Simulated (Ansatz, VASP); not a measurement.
Two plane-wave programs on Ba2Au3

```
Ba Au
1.0
     5.91690    0.00000    0.00000
     0.00000    5.91690    0.00000
     0.00000    0.00000    5.91690
Ba Au
2 3
Cartesian
  2.9585 2.9585 2.9585
  0.0000 0.0000 0.0000
  0.0000 2.9585 2.9585
  2.9585 0.0000 2.9585
  2.9585 2.9585 0.0000
```

Alike in both runs: functional PBE; k mesh 6 × 6 × 6; occupations gaussian, width 0.1 eV; no spin polarisation.

Ansatz relaxed the structure, and its values are those at the end. VASP's run is a single point on that final structure, the one shown.

|  | VASP | Ansatz |
| --- | --- | --- |
| version | VASP 6.6.1 | Ansatz 0.2.0 |
| potentials or method | VASP PAW PBE potentials, release 64 (Ba_sv, Au), cutoff 520 eV | scalar-relativistic, plane waves, PAW |
| valence electrons in the cell | 53 | 77 |

Ansatz gave:

| Item | Value |
| --- | --- |
| gap on the k mesh at the Fermi level (eV) | none |
| pressure (GPa) | 0.0 |

Question: Which values does VASP return?

Answer: gap on the k mesh at the Fermi level (eV): none; pressure (GPa): 0.5.

A gap of «none» marks a metal or a gap that the smearing closes. VASP's potentials hold 53 valence electrons a cell and Ansatz's 77, so a difference there can come from the potentials and not from the codes.

Neither program's run includes spin-orbit coupling.
